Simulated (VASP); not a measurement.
# TePb (Pm-3m) in VASP: a series of runs

The runs below take TePb through single point, with PBE.

All numbers are computed with VASP 6.6.1; they aren't measurements. Logs are shortened: lines on timing, memory, paths and dates and some standing lists are left out, and cuts for length are marked.

## (1) The cell of the first run

The structure is cubic, space group Pm-3m (No. 221). Conventional cell: a = 3.950 Å, b = 3.950 Å, c = 3.950 Å, α = 90.00°, β = 90.00°, γ = 90.00°. Te (site symmetry m-3m) has 8 Pb at 3.42 Å and 6 Te at 3.95 Å within 4.5 Å. Pb (site symmetry m-3m) has 8 Te at 3.42 Å and 6 Pb at 3.95 Å within 4.5 Å.

## (2) Single point, PBE (volume scaled by 0.960)

Contents of INCAR:

```
SYSTEM = TePb
PREC = Accurate
ENCUT = 520
EDIFF = 1E-6
ISMEAR = 0
SIGMA = 0.05
LREAL = .FALSE.
LASPH = .TRUE.
NELM = 100
ALGO = Normal
ISIF = 2
LWAVE = .FALSE.
LCHARG = .FALSE.
GGA = PE
NBANDS = 17
```

Contents of KPOINTS:

```
Automatic mesh
0
G
  8 8 8
  0 0 0
```

Contents of POSCAR:

```
TePb
1.0
    3.9498280178      0.0000000000      0.0000000000
    0.0000000000      3.9498280178      0.0000000000
    0.0000000000      0.0000000000      3.9498280178
Te Pb
1 1
Direct
    0.5000000000      0.5000000000      0.5000000000
    0.0000000000      0.0000000000      0.0000000000
```

Potentials or basis: VASP PAW PBE potentials, release 64 (Te, Pb_d).

The run is started by

```sh
$ cat potpaw_PBE.64/Te/POTCAR potpaw_PBE.64/Pb_d/POTCAR > POTCAR
$ mpirun -np 1 vasp_std > vasp.out
```

OUTCAR:

```text
SYSTEM = TePb
   PREC = Accurate
   ENCUT = 520
   EDIFF = 1E-6
   ISMEAR = 0
   LREAL = .FALSE.
   LASPH = .TRUE.
   NELM = 100
   ISIF = 2
   GGA = PE

 ion  position               nearest neighbor table
   1  0.500  0.500  0.500-   2 3.42   2 3.42   2 3.42   2 3.42   2 3.42   2 3.42   2 3.42   2 3.42

   2  0.000  0.000  0.000-   1 3.42   1 3.42   1 3.42   1 3.42   1 3.42   1 3.42   1 3.42   1 3.42

  LATTYP: Found a simple cubic cell.
 ALAT       =     3.9498280178

  Lattice vectors:

 A1 = (   3.9498280178,   0.0000000000,   0.0000000000)
 A2 = (   0.0000000000,   3.9498280178,   0.0000000000)
 A3 = (   0.0000000000,   0.0000000000,   3.9498280178)

Analysis of symmetry for initial positions (statically):
=====================================================================
 Subroutine PRICEL returns:
 Original cell was already a primitive cell.

 Routine SETGRP: Setting up the symmetry group for a
 simple cubic supercell.

 Subroutine GETGRP returns: Found 48 space group operations
 (whereof 48 operations were pure point group operations)
 out of a pool of 48 trial point group operations.

The static configuration has the point symmetry O_h .

Analysis of symmetry for dynamics (positions and initial velocities):
=====================================================================
 Subroutine PRICEL returns:
 Original cell was already a primitive cell.

 Routine SETGRP: Setting up the symmetry group for a
 simple cubic supercell.

 Subroutine GETGRP returns: Found 48 space group operations
 (whereof 48 operations were pure point group operations)
 out of a pool of 48 trial point group operations.

The dynamic configuration has the point symmetry O_h .

 Subroutine INISYM returns: Found 48 space group operations
 (whereof 48 operations are pure point group operations),
 and found     1 'primitive' translations

----------------------------------------------------------------------------------------

                                     Primitive cell

  volume of cell :      61.6218

  direct lattice vectors                    reciprocal lattice vectors
     3.949828018  0.000000000  0.000000000     0.253175580  0.000000000  0.000000000
     0.000000000  3.949828018  0.000000000     0.000000000  0.253175580  0.000000000
     0.000000000  0.000000000  3.949828018     0.000000000  0.000000000  0.253175580

  length of vectors
     3.949828018  3.949828018  3.949828018     0.253175580  0.253175580  0.253175580

  position of ions in fractional coordinates (direct lattice)
     0.500000000  0.500000000  0.500000000
     0.000000000  0.000000000  0.000000000

  ion indices of the primitive-cell ions
   primitive index   ion index
                 1           1
                 2           2

----------------------------------------------------------------------------------------

 KPOINTS: Automatic mesh

Automatic generation of k-mesh.
 Grid dimensions read from file:
 generate k-points for:    8    8    8

 Generating k-lattice:

  Cartesian coordinates                     Fractional coordinates (reciprocal lattice)
     0.031646948  0.000000000  0.000000000     0.125000000  0.000000000  0.000000000
     0.000000000  0.031646948  0.000000000     0.000000000  0.125000000  0.000000000
     0.000000000  0.000000000  0.031646948     0.000000000  0.000000000  0.125000000

  Length of vectors
     0.031646948  0.031646948  0.031646948

  Shift w.r.t. Gamma in fractional coordinates (k-lattice)
     0.000000000  0.000000000  0.000000000

 Subroutine IBZKPT returns following result:
 ===========================================

 Found     35 irreducible k-points:

 Following reciprocal coordinates:
            Coordinates               Weight
  0.000000  0.000000  0.000000      1.000000
  0.125000  0.000000  0.000000      6.000000
  0.250000  0.000000  0.000000      6.000000
  0.375000  0.000000  0.000000      6.000000
  0.500000  0.000000  0.000000      3.000000
  0.125000  0.125000  0.000000     12.000000
[... 16 lines left out ...]
  0.375000  0.375000  0.125000     24.000000
  0.500000  0.375000  0.125000     24.000000
 [... further k-points ...]
   k-points           NKPTS =     35   k-points in BZ     NKDIM =     35   number of bands    NBANDS=     17
   number of dos      NEDOS =    301   number of ions     NIONS =      2
   total plane-waves  NPLWV =  27000
   dimension x,y,z NGX =    30 NGY =   30 NGZ =   30
   dimension x,y,z NGXF=    60 NGYF=   60 NGZF=   60
   ions per type =               1   1
   NGX,Y,Z   is equivalent  to a cutoff of  12.63, 12.63, 12.63 a.u.
   NGXF,Y,Z  is equivalent  to a cutoff of  25.25, 25.25, 25.25 a.u.
 SYSTEM =  TePb
   PREC   = accura    normal or accurate (medium, high low for compatibility)
   ISTART =      0    job   : 0-new  1-cont  2-samecut
   ICHARG =      2    charge: 1-file 2-atom 10-const
   ISPIN  =      1    spin polarized calculation?
   LNONCOLLINEAR =      F non collinear calculations
   LSORBIT =      F    spin-orbit coupling
   LASPH  =      T    aspherical Exc in radial PAW
   ENCUT  =  520.0 eV  38.22 Ry    6.18 a.u.   7.34  7.34  7.34*2*pi/ulx,y,z
   NELM   =    100;   NELMIN=  2; NELMDL= -5     # of ELM steps
   EDIFF  = 0.1E-05   stopping-criterion for ELM
   LREAL  =      F    real-space projection
   EDIFFG = 0.1E-04   stopping-criterion for IOM
   NSW    =      0    number of steps for IOM
   IBRION =     -1    ionic relax: 0-MD 1-quasi-New 2-CG
   NFREE  =      0    steps in history (QN), initial steepest desc. (CG)
   ISIF   =      2    stress and relaxation
   ISYM   =      2    0-nonsym 1-usesym 2-fastsym
   POTIM  = 0.5000    time-step for ionic-motion
   TEBEG  =    0.0;   TEEND  =   0.0 temperature during run
   PSTRESS=    0.0 pullay stress
   NELECT =      20.0000    total number of electrons
   NUPDOWN=      -1.0000    fix difference up-down
   EMIN   =  10.00;   EMAX   =-10.00  energy-range for DOS
   EFERMI =   0.00;   METHOD = LEGACY
   ISMEAR =     0;   SIGMA  =   0.05  broadening in eV -4-tet -1-fermi 0-gaus
   EFERMI_NEDOS =   21; number of points for ismear=-14 and -15
   IALGO  =     38    algorithm
   IMIX   =      4    mixing-type and parameters
     AMIX     =   0.40;   BMIX     =  1.00
     AMIX_MAG =   1.60;   BMIX_MAG =  1.00
  volume/ion in A,a.u.               =      30.81       207.92
  Fermi-wavevector in a.u.,A,eV,Ry     =   1.125054  2.126043 17.221522  1.265746
  Thomas-Fermi vector in A             =   2.261729
   LORBIT       =      0    0 simple, 1 ext, 2 COOP (PROOUT), +10 PAW based schemes
   GGA     = PE    functional components
   LHFCALC =     F    Hartree Fock is set to
   AEXX    =    0.0000 exact exchange contribution
   IVDW    =     0    specifies the selected vdW correction
   LEPSILON=     F    determine dielectric tensor
   LRPA    =     F    only Hartree local field effects (RPA)
 non-spin polarized calculation
 Gauss-broadening in eV      SIGMA  =   0.05
  energy-cutoff  :      520.00
  volume of cell :       61.62
 maximum number of plane-waves:      1682
 NGX is ok and might be reduce to    30
   NGX = 15   NGY = 15   NGZ = 15

 number of electron      19.9999996 magnetization

 Free energy of the ion-electron system (eV)
  ---------------------------------------------------
  ext. energy  EPLUGINS =         0.00000000
  ---------------------------------------------------
  free energy    TOTEN  =        -7.05228831 eV

  energy without entropy =       -7.04931243  energy(sigma->0) =       -7.05080037

 E-fermi :   6.8549     XC(G=0):  -9.8656

 val. band max:        6.8538949898   @ k =   0.3750   0.3750   0.3750
 cond. band min:       6.8758249289   @ k =   0.5000   0.2500   0.0000
 fundamental gap:      0.0219299391
 Fermi energy:         6.8549137338

 k-point     1 :       0.0000    0.0000    0.0000
  band No.  band energies     occupation
      1     -10.3097      2.00000
      2     -10.3097      2.00000
      3     -10.2156      2.00000
      4     -10.2156      2.00000
      5     -10.2156      2.00000
      6      -5.5776      2.00000
[... 9 lines left out ...]
     16      17.3127      0.00000
     17      18.0330      0.00000

 k-point     2 :       0.1250    0.0000    0.0000
  band No.  band energies     occupation
      1     -10.3092      2.00000
      2     -10.2982      2.00000
      3     -10.2200      2.00000
      4     -10.2200      2.00000
      5     -10.2154      2.00000
      6      -5.4464      2.00000
[... 9 lines left out ...]
     16      17.1722      0.00000
     17      17.3977      0.00000

 k-point     3 :       0.2500    0.0000    0.0000
  band No.  band energies     occupation
      1     -10.3076      2.00000
      2     -10.2702      2.00000
      3     -10.2306      2.00000
      4     -10.2306      2.00000
      5     -10.2146      2.00000
      6      -5.0664      2.00000
[... 9 lines left out ...]
     16      15.5868      0.00000
     17      17.4435      0.00000

 k-point     4 :       0.3750    0.0000    0.0000
  band No.  band energies     occupation
      1     -10.3062      2.00000
      2     -10.2424      2.00000
      3     -10.2411      2.00000
      4     -10.2411      2.00000
      5     -10.2139      2.00000
      6      -4.5101      2.00000
[... 9 lines left out ...]
     16      16.3968      0.00000
     17      18.1083      0.00000
[... 343 lines left out ...]
      1     -10.2717      2.00000
      2     -10.2692      2.00000
      3     -10.2488      2.00000
      4     -10.2311      2.00000
      5     -10.2101      2.00000
      6      -3.6931      2.00000
[... 9 lines left out ...]
     16      15.2853      0.00000
     17      16.7963      0.00000

 k-point    23 :       0.3750    0.3750    0.1250
  band No.  band energies     occupation
      1     -10.2829      2.00000
      2     -10.2600      2.00000
      3     -10.2425      2.00000
      4     -10.2412      2.00000
      5     -10.2011      2.00000
      6      -3.6011      2.00000
[... 9 lines left out ...]
     16      15.7875      0.00000
     17      16.9473      0.00000

 k-point    24 :       0.5000    0.3750    0.1250
  band No.  band energies     occupation
      1     -10.2900      2.00000
      2     -10.2572      2.00000
      3     -10.2460      2.00000
      4     -10.2408      2.00000
      5     -10.1911      2.00000
      6      -3.4036      2.00000
[... 9 lines left out ...]
     16      15.9621      0.00000
     17      16.7773      0.00000

 [... further k-points ...]

------------------------ aborting loop because EDIFF is reached ----------------------------------------

  FORCE on cell =-STRESS in cart. coord.  units (eV):
  Direction    XX          YY          ZZ          XY          YZ          ZX
  --------------------------------------------------------------------------------------
  -------------------------------------------------------------------------------------
  Total        0.6398023      0.6398023      0.6398023     -0.0000000     -0.0000000      0.0000000
  in kB       16.6349626     16.6349626     16.6349626     -0.0000000     -0.0000000      0.0000000
  external PRESSURE =      16.6349626 kB  Pullay stress =       0.0000000 kB

 VOLUME and BASIS-vectors are now :
 -----------------------------------------------------------------------------
  energy-cutoff  :      520.00
  volume of cell :       61.62
      direct lattice vectors                 reciprocal lattice vectors
     3.949828018  0.000000000  0.000000000     0.253175580  0.000000000  0.000000000
     0.000000000  3.949828018  0.000000000     0.000000000  0.253175580  0.000000000
     0.000000000  0.000000000  3.949828018     0.000000000  0.000000000  0.253175580

 POSITION                                       TOTAL-FORCE (eV/Angst)
 -----------------------------------------------------------------------------------
      1.97491      1.97491      1.97491         0.000000      0.000000      0.000000
      0.00000      0.00000      0.00000         0.000000      0.000000      0.000000
 -----------------------------------------------------------------------------------
    total drift:                                0.000000     -0.000000     -0.000000

  FREE ENERGIE OF THE ION-ELECTRON SYSTEM (eV)
  ---------------------------------------------------
  free  energy   TOTEN  =        -7.0522883087 eV

  energy  without entropy=       -7.0493124283  energy(sigma->0) =       -7.05080037
```

It took 49 s on 1 thread of Intel Xeon 8259CL, shared host; peak memory 0.19 GiB.

Results:

```yaml
Free_energy: -7.0523 eV
Pressure: 1.7 GPa
Band_gap_on_the_k_mesh: zero (band 10 reaches 7.08 eV, above the bottom of band 11 at 5.69 eV)
```

Caveat: the cell differs from its parent crystal (volume scaled by 0.960); spin-orbit coupling is left out, which moves the levels of the heavy elements.

## (3) Single point, PBE

This run uses another cell than the first one, of 32.09 Å³/atom, 1.042 times its volume.

Contents of INCAR:

```
ALGO = Normal
EDIFF = 1E-7
ENCUT = 520
GGA = PE
ISIF = 2
ISMEAR = 0
LASPH = True
LCHARG = False
LREAL = False
LWAVE = False
NBANDS = 17
NELM = 80
PREC = Accurate
SIGMA = 0.05
```

Contents of KPOINTS:

```
k-points
0
Gamma
  8 8 8
```

Contents of POSCAR:

```
TePb
1.0
    4.0039419753      0.0000000000      0.0000000000
    0.0000000000      4.0039419753      0.0000000000
    0.0000000000      0.0000000000      4.0039419753
Te Pb
1 1
Direct
    0.5000000000      0.5000000000      0.5000000000
    0.0000000000      0.0000000000      0.0000000000
```

Potentials or basis: VASP PAW PBE potentials, release 64 (Te, Pb_d).

The run is started by

```sh
$ cat potpaw_PBE.64/Te/POTCAR potpaw_PBE.64/Pb_d/POTCAR > POTCAR
$ mpirun -np 1 vasp_std > vasp.out
```

It took 51 s on 1 thread of Intel Xeon 8259CL, shared host; peak memory 0.19 GiB.

It converged, with:

```yaml
Free_energy: -7.0659 eV
Pressure: 0.0 GPa
Band_gap_on_the_k_mesh: zero (band 10 reaches 6.61 eV, above the bottom of band 11 at 5.33 eV)
```

Levels at points of the mesh, in eV from the Fermi level:
```
           k point  band 7  band 8  band 9  band 10  band 11  band 12  band 13  band 14
(0.00, 0.00, 0.00)   -6.80   -1.58   -1.58    -1.58     4.00     4.00     5.21     5.21
(0.50, 0.00, 0.00)   -9.08   -0.79   -0.16    -0.16     0.17     2.29     2.29     5.33
(0.50, 0.50, 0.00)   -7.95   -4.39   -4.39     0.22     3.48     3.68     3.68     6.00
(0.50, 0.50, 0.50)   -7.20   -2.48   -2.48    -2.48    -1.06    -1.06    -1.06    13.53
```

Caveat: spin-orbit coupling is left out, which moves the levels of the heavy elements.

## (4) Single point, PBE (volume scaled by 1.040)

Contents of INCAR:

```
SYSTEM = TePb
  ALGO = Normal
  EDIFF = 1E-7
  ENCUT = 520
  GGA = PE
  ISIF = 2
  ISMEAR = 0
  LASPH = .TRUE.
  LCHARG = .FALSE.
  LREAL = .FALSE.
  LWAVE = .FALSE.
  NBANDS = 17
  NELM = 100
  PREC = Accurate
  SIGMA = 0.05
```

Contents of KPOINTS:

```
k-points
0
G
  8 8 8
  0 0 0
```

Contents of POSCAR:

```
TePb
1.0
    4.0566314646      0.0000000000      0.0000000000
    0.0000000000      4.0566314646      0.0000000000
    0.0000000000      0.0000000000      4.0566314646
Te Pb
1 1
Direct
    0.5000000000      0.5000000000      0.5000000000
    0.0000000000      0.0000000000      0.0000000000
```

The run is started by

```sh
$ cat potpaw_PBE.64/Te/POTCAR potpaw_PBE.64/Pb_d/POTCAR > POTCAR
$ mpirun -np 1 vasp_std > vasp.out
```

Wall time 54 s (1 thread of Intel Xeon 8259CL, shared host); peak memory 0.19 GiB.

The run converged. Its results:

```
Free energy            : -7.0532 eV
Pressure               : -1.6 GPa
Band gap on the k mesh : zero (band 10 reaches 6.16 eV, above the bottom of band 11 at 5.01 eV)
```

Levels at points of the mesh, in eV from the Fermi level:
```csv
k point,band 7,band 8,band 9,band 10,band 11,band 12,band 13,band 14
"(0.00, 0.00, 0.00)",-6.92,-1.49,-1.49,-1.49,4.06,4.06,4.96,4.96
"(0.50, 0.00, 0.00)",-8.95,-0.85,-0.16,-0.16,0.12,2.25,2.25,5.40
"(0.50, 0.50, 0.00)",-7.93,-4.18,-4.18,0.20,3.35,3.55,3.55,5.93
"(0.50, 0.50, 0.50)",-7.25,-2.35,-2.35,-2.35,-0.95,-0.95,-0.95,13.13
```

Caveat: the cell differs from its parent crystal (volume scaled by 1.040); spin-orbit coupling is left out, which moves the levels of the heavy elements.

## (5) Single point, PBE (volume scaled by 0.800)

Contents of INCAR:

```
ALGO     = Normal         # electronic algorithm
EDIFF    = 1E-6           # SCF threshold, eV
ENCUT    = 520            # plane-wave cutoff, eV
GGA      = PE             # functional
ISIF     = 2              # what is computed and relaxed
ISMEAR   = 0              # smearing method
LASPH    = T              # aspherical terms in the spheres
LCHARG   = T              # write CHGCAR
LELF     = T              # ELF
LREAL    = F              # projectors in reciprocal space
LVHAR    = T            
LWAVE    = F              # write WAVECAR
NBANDS   = 17             # bands
NELM     = 80             # most SCF steps
PREC     = Accurate       # precision mode
SIGMA    = 0.05           # smearing width, eV
```

Contents of KPOINTS:

```
k-points
0
Gamma
  10 10 10
```

Contents of POSCAR:

```
TePb
1.0
    3.7169304726      0.0000000000      0.0000000000
    0.0000000000      3.7169304726      0.0000000000
    0.0000000000      0.0000000000      3.7169304726
Te Pb
1 1
Direct
    0.5000000000      0.5000000000      0.5000000000
    0.0000000000      0.0000000000      0.0000000000
```

The run is started by

```sh
$ cat potpaw_PBE.64/Te/POTCAR potpaw_PBE.64/Pb_d/POTCAR > POTCAR
$ mpirun -np 1 vasp_std > vasp.out
```

Run time: 68 s. Hardware: 1 thread of Intel Xeon 8259CL, shared host; peak memory 0.19 GiB.

It converged, with:

```yaml
Free_energy: -6.6221 eV
Pressure: 14.0 GPa
Band_gap_on_the_k_mesh: zero (band 10 reaches 9.51 eV, above the bottom of band 11 at 7.43 eV)
```

Levels at points of the mesh, in eV from the Fermi level:
| k point | band 7 | band 8 | band 9 | band 10 | band 11 | band 12 | band 13 | band 14 |
| --- | --- | --- | --- | --- | --- | --- | --- | --- |
| (0.00, 0.00, 0.00) | -5.92 | -2.06 | -2.06 | -2.06 | 3.74 | 3.74 | 6.94 | 6.94 |
| (0.50, 0.00, 0.00) | -10.00 | -0.15 | -0.09 | -0.09 | 0.66 | 2.62 | 2.62 | 4.93 |
| (0.50, 0.50, 0.00) | -8.04 | -5.70 | -5.70 | 0.37 | 4.37 | 4.46 | 4.46 | 6.55 |
| (0.50, 0.50, 0.50) | -6.79 | -3.19 | -3.19 | -3.19 | -1.69 | -1.69 | -1.69 | 16.05 |

Caveat: the cell differs from its parent crystal (volume scaled by 0.800); spin-orbit coupling is left out, which moves the levels of the heavy elements.

(Part 1 of 2 ends here.)
